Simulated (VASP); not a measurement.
# In (Cmce) in VASP: single point with PBEsol

Aim: the single point of In with PBEsol.

All numbers are computed with VASP 6.6.1; they aren't measurements. Logs are shortened: lines on timing, memory, paths and dates and some standing lists are left out, and cuts for length are marked.

### Step 1. The cell of the first run

Symmetry: Cmce, No. 64, orthorhombic system. Conventional cell: a = 5.112 Å, b = 8.676 Å, c = 5.098 Å, α = 90.00°, β = 90.00°, γ = 90.00°. In (site symmetry m) has 7 In at 2.84 to 3.14 Å within 3.7 Å.

### Step 2. Single point, PBEsol

INCAR

```
PREC     = Accurate       # precision mode
ENCUT    = 520            # plane-wave cutoff, eV
EDIFF    = 1E-7           # SCF threshold, eV
ISMEAR   = 0              # smearing method
SIGMA    = 0.1            # smearing width, eV
LREAL    = False          # projectors in reciprocal space
LASPH    = True           # aspherical terms in the spheres
NELM     = 100            # most SCF steps
ALGO     = Fast           # electronic algorithm
ISIF     = 2              # what is computed and relaxed
LWAVE    = False          # write WAVECAR
LCHARG   = True           # write CHGCAR
GGA      = PS             # functional
LELF     = True           # ELF
LVHAR    = True         
NBANDS   = 34             # bands
```

KPOINTS

```
Automatic mesh
0
Gamma
  10 10 10
```

POSCAR

```
In
1.0
    2.5558213644     -4.3381323551      0.0000000000
    2.5558213644      4.3381323551      0.0000000000
    0.0000000000      0.0000000000      5.0979505065
In
4
Direct
    0.1565587116      0.8434412884      0.0820913542
    0.6565587116      0.3434412884      0.4179086458
    0.8434412884      0.1565587116      0.9179086458
    0.3434412884      0.6565587116      0.5820913542
```

Potentials or basis: VASP PAW PBE potentials, release 64 (In_d).

Command:

```console
$ cat potpaw_PBE.64/In_d/POTCAR > POTCAR
$ mpirun -np 1 vasp_std > vasp.out
```

OUTCAR:

```text
PREC = Accurate
   ENCUT = 520
   EDIFF = 1E-7
   ISMEAR = 0
   LREAL = False
   LASPH = True
   NELM = 100
   ISIF = 2
   GGA = PS

 ion  position               nearest neighbor table
   1  0.157  0.843  0.082-   3 2.84   4 3.02   4 3.02   2 3.08   2 3.08   3 3.14   3 3.14
   2  0.657  0.343  0.418-   4 2.84   3 3.02   3 3.02   1 3.08   1 3.08   4 3.14   4 3.14
   3  0.843  0.157  0.918-   1 2.84   2 3.02   2 3.02   4 3.08   4 3.08   1 3.14   1 3.14
   4  0.343  0.657  0.582-   2 2.84   1 3.02   1 3.02   3 3.08   3 3.08   2 3.14   2 3.14

  LATTYP: Found a base centered orthorhombic cell.
 ALAT       =     5.1116427288
 B/A-ratio  =     1.6973535066
 C/A-ratio  =     0.9973213656

  Lattice vectors:

 A1 = (   2.5558213644,  -4.3381323551,   0.0000000000)
 A2 = (   2.5558213644,   4.3381323551,   0.0000000000)
 A3 = (   0.0000000000,   0.0000000000,   5.0979505065)

Analysis of symmetry for initial positions (statically):
=====================================================================
 Subroutine PRICEL returns:
 Original cell was already a primitive cell.

 Routine SETGRP: Setting up the symmetry group for a
 base centered orthorhombic supercell.

 Subroutine GETGRP returns: Found  8 space group operations
 (whereof  4 operations were pure point group operations)
 out of a pool of  8 trial point group operations.

The static configuration has the point symmetry C_2h.
 The point group associated with its full space group is D_2h.

Analysis of symmetry for dynamics (positions and initial velocities):
=====================================================================
 Subroutine PRICEL returns:
 Original cell was already a primitive cell.

 Routine SETGRP: Setting up the symmetry group for a
 base centered orthorhombic supercell.

 Subroutine GETGRP returns: Found  8 space group operations
 (whereof  4 operations were pure point group operations)
 out of a pool of  8 trial point group operations.

The dynamic configuration has the point symmetry C_2h.
 The point group associated with its full space group is D_2h.

 Subroutine INISYM returns: Found  8 space group operations
 (whereof  4 operations are pure point group operations),
 and found     1 'primitive' translations

----------------------------------------------------------------------------------------

                                     Primitive cell

  volume of cell :     113.0470

  direct lattice vectors                    reciprocal lattice vectors
     2.555821364 -4.338132355  0.000000000     0.195631826 -0.115256972  0.000000000
     2.555821364  4.338132355  0.000000000     0.195631826  0.115256972  0.000000000
     0.000000000  0.000000000  5.097950507     0.000000000  0.000000000  0.196157259

  length of vectors
     5.035038746  5.035038746  5.097950507     0.227059422  0.227059422  0.196157259

  position of ions in fractional coordinates (direct lattice)
     0.156558712  0.843441288  0.082091354
     0.656558712  0.343441288  0.417908646
     0.843441288  0.156558712  0.917908646
     0.343441288  0.656558712  0.582091354

  ion indices of the primitive-cell ions
   primitive index   ion index
                 1           1
                 2           2
                 3           3
                 4           4

----------------------------------------------------------------------------------------

 KPOINTS: Automatic mesh

Automatic generation of k-mesh.
 Grid dimensions read from file:
 generate k-points for:   10   10   10

 Generating k-lattice:

  Cartesian coordinates                     Fractional coordinates (reciprocal lattice)
     0.019563183 -0.011525697  0.000000000     0.100000000  0.000000000  0.000000000
     0.019563183  0.011525697  0.000000000     0.000000000  0.100000000  0.000000000
     0.000000000  0.000000000  0.019615726     0.000000000  0.000000000  0.100000000

  Length of vectors
     0.022705942  0.022705942  0.019615726

  Shift w.r.t. Gamma in fractional coordinates (k-lattice)
     0.000000000  0.000000000  0.000000000

 Subroutine IBZKPT returns following result:
 ===========================================

 Found    186 irreducible k-points:

 Following reciprocal coordinates:
            Coordinates               Weight
  0.000000  0.000000  0.000000      1.000000
  0.100000  0.000000  0.000000      4.000000
  0.200000  0.000000  0.000000      4.000000
  0.300000  0.000000  0.000000      4.000000
  0.400000  0.000000  0.000000      4.000000
  0.500000  0.000000  0.000000      2.000000
[... 16 lines left out ...]
  0.300000  0.300000  0.000000      2.000000
  0.400000  0.300000  0.000000      4.000000
 [... further k-points ...]
   k-points           NKPTS =    186   k-points in BZ     NKDIM =    186   number of bands    NBANDS=     34
   number of dos      NEDOS =    301   number of ions     NIONS =      4
   total plane-waves  NPLWV =  64000
   dimension x,y,z NGX =    40 NGY =   40 NGZ =   40
   dimension x,y,z NGXF=    80 NGYF=   80 NGZF=   80
   ions per type =               4
   NGX,Y,Z   is equivalent  to a cutoff of  13.21, 13.21, 13.04 a.u.
   NGXF,Y,Z  is equivalent  to a cutoff of  26.41, 26.41, 26.09 a.u.
 SYSTEM =  unknown system
   PREC   = accura    normal or accurate (medium, high low for compatibility)
   ISTART =      0    job   : 0-new  1-cont  2-samecut
   ICHARG =      2    charge: 1-file 2-atom 10-const
   ISPIN  =      1    spin polarized calculation?
   LNONCOLLINEAR =      F non collinear calculations
   LSORBIT =      F    spin-orbit coupling
   LASPH  =      T    aspherical Exc in radial PAW
   ENCUT  =  520.0 eV  38.22 Ry    6.18 a.u.   9.36  9.36  9.48*2*pi/ulx,y,z
   NELM   =    100;   NELMIN=  2; NELMDL= -5     # of ELM steps
   EDIFF  = 0.1E-06   stopping-criterion for ELM
   LREAL  =      F    real-space projection
   EDIFFG = 0.1E-05   stopping-criterion for IOM
   NSW    =      0    number of steps for IOM
   IBRION =     -1    ionic relax: 0-MD 1-quasi-New 2-CG
   NFREE  =      0    steps in history (QN), initial steepest desc. (CG)
   ISIF   =      2    stress and relaxation
   ISYM   =      2    0-nonsym 1-usesym 2-fastsym
   POTIM  = 0.5000    time-step for ionic-motion
   TEBEG  =    0.0;   TEEND  =   0.0 temperature during run
   PSTRESS=    0.0 pullay stress
   NELECT =      52.0000    total number of electrons
   NUPDOWN=      -1.0000    fix difference up-down
   EMIN   =  10.00;   EMAX   =-10.00  energy-range for DOS
   EFERMI =   0.00;   METHOD = LEGACY
   ISMEAR =     0;   SIGMA  =   0.10  broadening in eV -4-tet -1-fermi 0-gaus
   EFERMI_NEDOS =   21; number of points for ismear=-14 and -15
   IALGO  =     68    algorithm
   IMIX   =      4    mixing-type and parameters
     AMIX     =   0.40;   BMIX     =  1.00
     AMIX_MAG =   1.60;   BMIX_MAG =  1.00
  volume/ion in A,a.u.               =      28.26       190.72
  Fermi-wavevector in a.u.,A,eV,Ry     =   1.263736  2.388115 21.728890  1.597028
  Thomas-Fermi vector in A             =   2.397077
   LORBIT       =      0    0 simple, 1 ext, 2 COOP (PROOUT), +10 PAW based schemes
   GGA     = PS    functional components
   LHFCALC =     F    Hartree Fock is set to
   AEXX    =    0.0000 exact exchange contribution
   IVDW    =     0    specifies the selected vdW correction
   LEPSILON=     F    determine dielectric tensor
   LRPA    =     F    only Hartree local field effects (RPA)
 non-spin polarized calculation
 RMM-DIIS sequential band-by-band and
 Gauss-broadening in eV      SIGMA  =   0.10
  energy-cutoff  :      520.00
  volume of cell :      113.05
 maximum number of plane-waves:      3077
 NGX is ok and might be reduce to    40
   NGX = 19   NGY = 19   NGZ = 19

 number of electron      52.0000005 magnetization

 Free energy of the ion-electron system (eV)
  ---------------------------------------------------
  ext. energy  EPLUGINS =         0.00000000
  ---------------------------------------------------
  free energy    TOTEN  =       -11.65472095 eV

  energy without entropy =      -11.64970748  energy(sigma->0) =      -11.65221421

 E-fermi :   6.3864     XC(G=0):  -9.8822

 val. band max:        6.3731399330   @ k =  -0.3000   0.3000   0.4000
 cond. band min:       6.3886344605   @ k =  -0.2000   0.2000   0.5000
 fundamental gap:      0.0154945274
 Fermi energy:         6.3863523414

 k-point     1 :       0.0000    0.0000    0.0000
  band No.  band energies     occupation
      1      -8.4246      2.00000
      2      -8.4234      2.00000
      3      -8.4021      2.00000
      4      -8.3730      2.00000
      5      -8.3224      2.00000
      6      -8.2781      2.00000
[... 26 lines left out ...]
     33      12.0435      0.00000
     34      12.7245      0.00000

 k-point     2 :       0.1000    0.0000    0.0000
  band No.  band energies     occupation
      1      -8.4247      2.00000
      2      -8.4179      2.00000
      3      -8.4057      2.00000
      4      -8.3791      2.00000
      5      -8.3134      2.00000
      6      -8.2755      2.00000
[... 26 lines left out ...]
     33      12.2709      0.00000
     34      12.5370      0.00000

 k-point     3 :       0.2000    0.0000    0.0000
  band No.  band energies     occupation
      1      -8.4231      2.00000
      2      -8.4143      2.00000
      3      -8.4033      2.00000
      4      -8.3924      2.00000
      5      -8.3014      2.00000
      6      -8.2583      2.00000
[... 26 lines left out ...]
     33      11.7386      0.00000
     34      12.2790      0.00000
[... 704 lines left out ...]
 k-point    23 :       0.3000    0.3000    0.0000
  band No.  band energies     occupation
      1      -8.5086      2.00000
      2      -8.4051      2.00000
      3      -8.4007      2.00000
      4      -8.3528      2.00000
      5      -8.3225      2.00000
      6      -8.2499      2.00000
[... 26 lines left out ...]
     33      13.8193      0.00000
     34      14.1100      0.00000

 k-point    24 :       0.4000    0.3000    0.0000
  band No.  band energies     occupation
      1      -8.5152      2.00000
      2      -8.4223      2.00000
      3      -8.3964      2.00000
      4      -8.3463      2.00000
      5      -8.2968      2.00000
      6      -8.2814      2.00000
[... 26 lines left out ...]
     33      13.8184      0.00000
     34      14.1839      0.00000

 [... further k-points ...]
[... 5 lines left out ...]
  --------------------------------------------------------------------------------------
  -------------------------------------------------------------------------------------
  Total       -0.0227592      0.0193678     -0.0095453      0.0000000      0.0000000      0.0000000
  in kB       -0.3225592      0.2744938     -0.1352819      0.0000000      0.0000000      0.0000000
  external PRESSURE =      -0.0611158 kB  Pullay stress =       0.0000000 kB

 VOLUME and BASIS-vectors are now :
 -----------------------------------------------------------------------------
  energy-cutoff  :      520.00
  volume of cell :      113.05
      direct lattice vectors                 reciprocal lattice vectors
     2.555821364 -4.338132355  0.000000000     0.195631826 -0.115256972  0.000000000
     2.555821364  4.338132355  0.000000000     0.195631826  0.115256972  0.000000000
     0.000000000  0.000000000  5.097950507     0.000000000  0.000000000  0.196157259

 POSITION                                       TOTAL-FORCE (eV/Angst)
 -----------------------------------------------------------------------------------
      2.55582      2.97979      0.41850         0.000000      0.002152      0.001408
      2.55582     -1.35834      2.13048         0.000000      0.002152     -0.001408
      2.55582     -2.97979      4.67945         0.000000     -0.002152     -0.001408
      2.55582      1.35834      2.96747         0.000000     -0.002152      0.001408
 -----------------------------------------------------------------------------------
    total drift:                               -0.000000      0.000000      0.000000

  FREE ENERGIE OF THE ION-ELECTRON SYSTEM (eV)
  ---------------------------------------------------
  free  energy   TOTEN  =       -11.6547209462 eV

  energy  without entropy=      -11.6497074812  energy(sigma->0) =      -11.65221421
```

Run time: 15 min. Hardware: 1 thread of AMD EPYC 9R45 (Zen 5), shared host; peak memory 0.57 GiB.

What came out:

```yaml
Free_energy: -11.6547 eV
Pressure: 0.0 GPa
Band_gap_on_the_k_mesh: zero (band 26 reaches 6.73 eV, above the bottom of band 27 at 5.60 eV)
```

Forces on the atoms (eV/Å):
```
In   0.000  0.002  0.001
In   0.000  0.002 -0.001
In   0.000 -0.002 -0.001
In   0.000 -0.002  0.001
```

Caveat: the PAW data sets were made with another functional, which shifts forces and pressure a little; spin-orbit coupling is left out, which moves the levels of the heavy elements.
